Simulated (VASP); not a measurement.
# Ba2Re (P6_3/mmc) in VASP: notebook

Ba2Re is run at these levels: PBE; tasks: single point.

Everything below comes from runs of VASP 6.6.1. Logs are shortened: lines on timing, memory, paths and dates and some standing lists are left out, and cuts for length are marked.

## (1) The cell of the first run

Symmetry: P6_3/mmc, No. 194, hexagonal system. The conventional cell has a = 3.684 Å, b = 3.684 Å, c = 14.331 Å, α = 90.00°, β = 90.00°, γ = 120.00°. Within 3.6 Å of Ba (site symmetry 3m) lie 3 Re at 2.76 Å and 1 Ba at 3.51 Å. Within 3.6 Å of Re (site symmetry -6m2) lie 6 Ba at 2.76 Å.

## (2) Single point, PBE

Input file INCAR:

```
SYSTEM = Ba2Re
ALGO = Fast ; EDIFF = 1E-7
ENCUT = 520 ; GGA = PE
ISIF = 2 ; ISMEAR = 0
LASPH = .TRUE. ; LCHARG = .FALSE.
LREAL = .FALSE. ; LWAVE = .FALSE.
NBANDS = 36 ; NELM = 60
PREC = Accurate ; SIGMA = 0.1
```

Input file KPOINTS:

```
k-points
0
G
  6 6 2
  0 0 0
```

Input file POSCAR:

```
Ba2Re
1.0
    3.6844511428      0.0000000000      0.0000000000
   -1.8422255714      3.1908282887      0.0000000000
    0.0000000000      0.0000000000     14.3310040645
Ba Re
4 2
Direct
    0.3333333333      0.6666666667      0.6275000000
    0.6666666667      0.3333333333      0.1275000000
    0.3333333333      0.6666666667      0.8725000000
    0.6666666667      0.3333333333      0.3725000000
    0.3333333333      0.6666666667      0.2500000000
    0.6666666667      0.3333333333      0.7500000000
```

Potentials or basis: VASP PAW PBE potentials, release 64 (Ba_sv, Re).

Started as:

```sh
> cat potpaw_PBE.64/Ba_sv/POTCAR potpaw_PBE.64/Re/POTCAR > POTCAR
> mpirun -np 1 vasp_std > vasp.out
```

OUTCAR:

```text
SYSTEM = Ba2Re
   EDIFF = 1E-7
   ENCUT = 520
   GGA = PE
   ISIF = 2
   ISMEAR = 0
   LASPH = .TRUE.
   LREAL = .FALSE.
   NELM = 60
   PREC = Accurate

 ion  position               nearest neighbor table
   1  0.333  0.667  0.627-   6 2.76   6 2.76   6 2.76   3 3.51   4 4.23   4 4.23   4 4.23
   2  0.667  0.333  0.127-   5 2.76   5 2.76   5 2.76   4 3.51   3 4.23   3 4.23   3 4.23
   3  0.333  0.667  0.873-   6 2.76   6 2.76   6 2.76   1 3.51   2 4.23   2 4.23   2 4.23
   4  0.667  0.333  0.373-   5 2.76   5 2.76   5 2.76   2 3.51   1 4.23   1 4.23   1 4.23
   5  0.333  0.667  0.250-   2 2.76   4 2.76   2 2.76   4 2.76   2 2.76   4 2.76
   6  0.667  0.333  0.750-   1 2.76   3 2.76   1 2.76   3 2.76   1 2.76   3 2.76

  LATTYP: Found a hexagonal cell.
 ALAT       =     3.6844511428
 C/A-ratio  =     3.8895899305

  Lattice vectors:

 A1 = (   3.6844511428,   0.0000000000,   0.0000000000)
 A2 = (  -1.8422255714,   3.1908282887,   0.0000000000)
 A3 = (   0.0000000000,   0.0000000000,  14.3310040645)

Analysis of symmetry for initial positions (statically):
=====================================================================
 Subroutine PRICEL returns:
 Original cell was already a primitive cell.

 Routine SETGRP: Setting up the symmetry group for a
 hexagonal supercell.

 Subroutine GETGRP returns: Found 24 space group operations
 (whereof 12 operations were pure point group operations)
 out of a pool of 24 trial point group operations.

The static configuration has the point symmetry D_3d.
 The point group associated with its full space group is D_6h.

Analysis of symmetry for dynamics (positions and initial velocities):
=====================================================================
 Subroutine PRICEL returns:
 Original cell was already a primitive cell.

 Routine SETGRP: Setting up the symmetry group for a
 hexagonal supercell.

 Subroutine GETGRP returns: Found 24 space group operations
 (whereof 12 operations were pure point group operations)
 out of a pool of 24 trial point group operations.

The dynamic configuration has the point symmetry D_3d.
 The point group associated with its full space group is D_6h.

 Subroutine INISYM returns: Found 24 space group operations
 (whereof 12 operations are pure point group operations),
 and found     1 'primitive' translations

----------------------------------------------------------------------------------------

                                     Primitive cell

  volume of cell :     168.4817

  direct lattice vectors                    reciprocal lattice vectors
     3.684451143  0.000000000  0.000000000     0.271410846  0.156699125  0.000000000
    -1.842225571  3.190828289  0.000000000     0.000000000  0.313398249  0.000000000
     0.000000000  0.000000000 14.331004065     0.000000000  0.000000000  0.069778781

  length of vectors
     3.684451143  3.684451143 14.331004065     0.313398249  0.313398249  0.069778781

  position of ions in fractional coordinates (direct lattice)
     0.333333333  0.666666667  0.627500000
     0.666666667  0.333333333  0.127500000
     0.333333333  0.666666667  0.872500000
     0.666666667  0.333333333  0.372500000
     0.333333333  0.666666667  0.250000000
     0.666666667  0.333333333  0.750000000

  ion indices of the primitive-cell ions
   primitive index   ion index
                 1           1
                 2           2
                 3           3
                 4           4
                 5           5
                 6           6

----------------------------------------------------------------------------------------

 KPOINTS: k-points

Automatic generation of k-mesh.
 Grid dimensions read from file:
 generate k-points for:    6    6    2

 Generating k-lattice:

  Cartesian coordinates                     Fractional coordinates (reciprocal lattice)
     0.045235141  0.026116521  0.000000000     0.166666667  0.000000000  0.000000000
     0.000000000  0.052233042  0.000000000     0.000000000  0.166666667  0.000000000
     0.000000000  0.000000000  0.034889391     0.000000000  0.000000000  0.500000000

  Length of vectors
     0.052233042  0.052233042  0.034889391

  Shift w.r.t. Gamma in fractional coordinates (k-lattice)
     0.000000000  0.000000000  0.000000000

 Subroutine IBZKPT returns following result:
 ===========================================

 Found     14 irreducible k-points:

 Following reciprocal coordinates:
            Coordinates               Weight
  0.000000  0.000000  0.000000      1.000000
  0.166667  0.000000  0.000000      6.000000
  0.333333 -0.000000  0.000000      6.000000
  0.500000  0.000000  0.000000      3.000000
  0.166667  0.166667  0.000000      6.000000
  0.333333  0.166667  0.000000     12.000000
  0.333333  0.333333  0.000000      2.000000
  0.000000  0.000000  0.500000      1.000000
  0.166667  0.000000  0.500000      6.000000
  0.333333 -0.000000  0.500000      6.000000
  0.500000  0.000000  0.500000      3.000000
  0.166667  0.166667  0.500000      6.000000
  0.333333  0.166667  0.500000     12.000000
  0.333333  0.333333  0.500000      2.000000
   k-points           NKPTS =     14   k-points in BZ     NKDIM =     14   number of bands    NBANDS=     36
   number of dos      NEDOS =    301   number of ions     NIONS =      6
   total plane-waves  NPLWV =  84672
   dimension x,y,z NGX =    28 NGY =   28 NGZ =  108
   dimension x,y,z NGXF=    56 NGYF=   56 NGZF=  216
   ions per type =               4   2
   NGX,Y,Z   is equivalent  to a cutoff of  12.63, 12.63, 12.53 a.u.
   NGXF,Y,Z  is equivalent  to a cutoff of  25.27, 25.27, 25.06 a.u.
 SYSTEM =  Ba2Re
   PREC   = accura    normal or accurate (medium, high low for compatibility)
   ISTART =      0    job   : 0-new  1-cont  2-samecut
   ICHARG =      2    charge: 1-file 2-atom 10-const
   ISPIN  =      1    spin polarized calculation?
   LNONCOLLINEAR =      F non collinear calculations
   LSORBIT =      F    spin-orbit coupling
   LASPH  =      T    aspherical Exc in radial PAW
   ENCUT  =  520.0 eV  38.22 Ry    6.18 a.u.   6.85  6.85 26.65*2*pi/ulx,y,z
   NELM   =     60;   NELMIN=  2; NELMDL= -5     # of ELM steps
   EDIFF  = 0.1E-06   stopping-criterion for ELM
   LREAL  =      F    real-space projection
   EDIFFG = 0.1E-05   stopping-criterion for IOM
   NSW    =      0    number of steps for IOM
   IBRION =     -1    ionic relax: 0-MD 1-quasi-New 2-CG
   NFREE  =      0    steps in history (QN), initial steepest desc. (CG)
   ISIF   =      2    stress and relaxation
   ISYM   =      2    0-nonsym 1-usesym 2-fastsym
   POTIM  = 0.5000    time-step for ionic-motion
   TEBEG  =    0.0;   TEEND  =   0.0 temperature during run
   PSTRESS=    0.0 pullay stress
   NELECT =      54.0000    total number of electrons
   NUPDOWN=      -1.0000    fix difference up-down
   EMIN   =  10.00;   EMAX   =-10.00  energy-range for DOS
   EFERMI =   0.00;   METHOD = LEGACY
   ISMEAR =     0;   SIGMA  =   0.10  broadening in eV -4-tet -1-fermi 0-gaus
   EFERMI_NEDOS =   21; number of points for ismear=-14 and -15
   IALGO  =     68    algorithm
   IMIX   =      4    mixing-type and parameters
     AMIX     =   0.40;   BMIX     =  1.00
     AMIX_MAG =   1.60;   BMIX_MAG =  1.00
  volume/ion in A,a.u.               =      28.08       189.50
  Fermi-wavevector in a.u.,A,eV,Ry     =   1.120354  2.117161 17.077928  1.255192
  Thomas-Fermi vector in A             =   2.256999
   LORBIT       =      0    0 simple, 1 ext, 2 COOP (PROOUT), +10 PAW based schemes
   GGA     = PE    functional components
   LHFCALC =     F    Hartree Fock is set to
   AEXX    =    0.0000 exact exchange contribution
   IVDW    =     0    specifies the selected vdW correction
   LEPSILON=     F    determine dielectric tensor
   LRPA    =     F    only Hartree local field effects (RPA)
 non-spin polarized calculation
 RMM-DIIS sequential band-by-band and
 Gauss-broadening in eV      SIGMA  =   0.10
  energy-cutoff  :      520.00
  volume of cell :      168.48
 maximum number of plane-waves:      4576
 NGX is ok and might be reduce to    28
   NGX = 13   NGY = 13   NGZ = 53

 number of electron      54.0000002 magnetization

 Free energy of the ion-electron system (eV)
  ---------------------------------------------------
  ext. energy  EPLUGINS =         0.00000000
  ---------------------------------------------------
  free energy    TOTEN  =       -20.50364837 eV

  energy without entropy =      -20.49948384  energy(sigma->0) =      -20.50156610

 E-fermi :   4.3169     XC(G=0): -10.1036

 val. band max:        4.1376654786   @ k =   0.3333   0.3333   0.0000
 cond. band min:       4.3997452205   @ k =   0.5000   0.0000   0.0000
 fundamental gap:      0.2620797419
 Fermi energy:         4.3169461849

 k-point     1 :       0.0000    0.0000    0.0000
  band No.  band energies     occupation
      1     -23.3157      2.00000
      2     -23.2732      2.00000
      3     -23.1280      2.00000
      4     -23.0823      2.00000
      5      -9.7832      2.00000
      6      -9.3920      2.00000
[... 28 lines left out ...]
     35       7.3123      0.00000
     36       8.2470      0.00000

 k-point     2 :       0.1667    0.0000    0.0000
  band No.  band energies     occupation
      1     -23.2354      2.00000
      2     -23.1973      2.00000
      3     -23.0701      2.00000
      4     -23.0296      2.00000
      5      -9.6277      2.00000
      6      -9.2886      2.00000
[... 28 lines left out ...]
     35       7.5389      0.00000
     36       7.8194      0.00000

 k-point     3 :       0.3333   -0.0000    0.0000
  band No.  band energies     occupation
      1     -23.0669      2.00000
      2     -23.0416      2.00000
      3     -22.9488      2.00000
      4     -22.9223      2.00000
      5      -9.4475      2.00000
      6      -9.3387      2.00000
[... 28 lines left out ...]
     35       7.6674      0.00000
     36       8.8252      0.00000
[... 352 lines left out ...]
 k-point    13 :       0.3333    0.1667    0.5000
  band No.  band energies     occupation
      1     -22.9712      2.00000
      2     -22.9712      2.00000
      3     -22.8760      2.00000
      4     -22.8760      2.00000
      5      -9.5638      2.00000
      6      -9.5638      2.00000
[... 28 lines left out ...]
     35       6.9555      0.00000
     36       8.0718      0.00000

 k-point    14 :       0.3333    0.3333    0.5000
  band No.  band energies     occupation
      1     -22.9285      2.00000
      2     -22.9285      2.00000
      3     -22.8467      2.00000
      4     -22.8467      2.00000
      5      -9.3306      2.00000
      6      -9.3306      2.00000
[... 28 lines left out ...]
     35       7.2172      0.00000
     36       7.6696      0.00000

------------------------ aborting loop because EDIFF is reached ----------------------------------------

  FORCE on cell =-STRESS in cart. coord.  units (eV):
  Direction    XX          YY          ZZ          XY          YZ          ZX
  --------------------------------------------------------------------------------------
  -------------------------------------------------------------------------------------
  Total       19.0877845     19.0877845     31.6131563      0.0000000      0.0000000      0.0000000
  in kB      181.5153054    181.5153054    300.6253405      0.0000000      0.0000000      0.0000000
  external PRESSURE =     221.2186504 kB  Pullay stress =       0.0000000 kB

 VOLUME and BASIS-vectors are now :
 -----------------------------------------------------------------------------
  energy-cutoff  :      520.00
  volume of cell :      168.48
      direct lattice vectors                 reciprocal lattice vectors
     3.684451143  0.000000000  0.000000000     0.271410846  0.156699125  0.000000000
    -1.842225571  3.190828289  0.000000000     0.000000000  0.313398249  0.000000000
     0.000000000  0.000000000 14.331004065     0.000000000  0.000000000  0.069778781

 POSITION                                       TOTAL-FORCE (eV/Angst)
 -----------------------------------------------------------------------------------
     -0.00000      2.12722      8.99271        -0.000000     -0.000000     -4.346756
      1.84223      1.06361      1.82720         0.000000      0.000000     -4.346756
     -0.00000      2.12722     12.50380        -0.000000      0.000000      4.346756
      1.84223      1.06361      5.33830         0.000000     -0.000000      4.346756
     -0.00000      2.12722      3.58275         0.000000      0.000000      0.000000
      1.84223      1.06361     10.74825        -0.000000      0.000000      0.000000
 -----------------------------------------------------------------------------------
    total drift:                               -0.000000      0.000000     -0.000000

  FREE ENERGIE OF THE ION-ELECTRON SYSTEM (eV)
  ---------------------------------------------------
  free  energy   TOTEN  =       -20.5036483665 eV

  energy  without entropy=      -20.4994838353  energy(sigma->0) =      -20.50156610
```

Run time: 6.7 min. Hardware: 1 thread of Intel Xeon Platinum 8488C (Sapphire Rapids), shared host; peak memory 0.32 GiB.

Results:

* Free energy: -20.5036 eV
* Pressure: 22.1 GPa
* Largest force: 4.347 eV/Å
* Band gap on the k mesh: zero (band 27 reaches 4.74 eV, above the bottom of band 28 at 2.93 eV)

Forces in eV/Å, atoms in the order of the input:
```
Ba   0.000  0.000 -4.347
Ba   0.000  0.000 -4.347
Ba   0.000  0.000  4.347
Ba   0.000  0.000  4.347
Re   0.000  0.000  0.000
Re   0.000  0.000  0.000
```

Levels at points of the mesh, in eV from the Fermi level:
```
           k point  band 26  band 27  band 28  band 29  band 30  band 31
(0.00, 0.00, 0.00)    -1.40    -1.36    -1.36    -1.00    -0.29     1.39
(0.50, 0.00, 0.00)     0.08     0.28     0.34     0.53     0.67     1.30
(0.00, 0.00, 0.50)    -1.38    -1.38    -1.38    -0.52    -0.52     1.50
(0.50, 0.00, 0.50)     0.32     0.43     0.43     0.51     0.51     1.00
```

Caveat: spin-orbit coupling is left out, which moves the levels of the heavy elements; forces of over 1 eV/Å act on the atoms, so gaps and moduli don't describe the material at rest.

## (3) Single point, PBE

This run uses another cell than the first one, of 35.51 Å³/atom, 1.265 times its volume.

Input file INCAR:

```
ALGO = Normal
EDIFF = 1E-6
ENCUT = 520
GGA = PE
ISIF = 2
ISMEAR = 0
LASPH = True
LCHARG = False
LREAL = False
LWAVE = False
NBANDS = 36
NELM = 100
PREC = Accurate
SIGMA = 0.1
```

Input file KPOINTS:

```
k-points
0
Gamma
  6 6 2
```

Input file POSCAR:

```
Ba2Re
1.0
    3.7459077896      0.0000000000      0.0000000000
   -1.8729538948      3.2440513061      0.0000000000
    0.0000000000      0.0000000000     17.5321518770
Ba Re
4 2
Direct
    0.3333333333      0.6666666667      0.6226447506
    0.6666666667      0.3333333333      0.1226447506
    0.3333333333      0.6666666667      0.8773552494
    0.6666666667      0.3333333333      0.3773552494
    0.3333333333      0.6666666667      0.2500000000
    0.6666666667      0.3333333333      0.7500000000
```

Potentials or basis: VASP PAW PBE potentials, release 64 (Ba_sv, Re).

Started as:

```sh
> cat potpaw_PBE.64/Ba_sv/POTCAR potpaw_PBE.64/Re/POTCAR > POTCAR
> mpirun -np 1 vasp_std > vasp.out
```

Run time: 2.9 min. Hardware: 1 thread of Intel Xeon Platinum 8488C (Sapphire Rapids), shared host; peak memory 0.36 GiB.

The run converged. Its results:

```
Free energy            : -24.5733 eV
Pressure               : 1.1 GPa
Largest force          : 0.192 eV/Å
Band gap on the k mesh : zero (band 27 reaches 3.73 eV, above the bottom of band 28 at 2.63 eV)
```

Forces in eV/Å, atoms in the order of the input:
```
Ba   0.000  0.000 -0.192
Ba   0.000  0.000 -0.192
Ba   0.000  0.000  0.192
Ba   0.000  0.000  0.192
Re   0.000  0.000  0.000
Re   0.000  0.000  0.000
```

Stress tensor (GPa, compression positive):
```
1.09 0.00 0.00
0.00 1.09 0.00
0.00 0.00 1.26
```

Levels at points of the mesh, in eV from the Fermi level:
```
           k point  band 24  band 25  band 26  band 27  band 28  band 29
(0.00, 0.00, 0.00)    -0.84    -0.83    -0.83    -0.58    -0.58    -0.57
(0.50, 0.00, 0.00)    -0.52    -0.50    -0.49     0.05     0.05     0.76
(0.00, 0.00, 0.50)    -0.84    -0.84    -0.84    -0.58    -0.58    -0.58
(0.50, 0.00, 0.50)    -0.50    -0.29    -0.29    -0.22    -0.22     0.77
```

Caveat: spin-orbit coupling is left out, which moves the levels of the heavy elements.
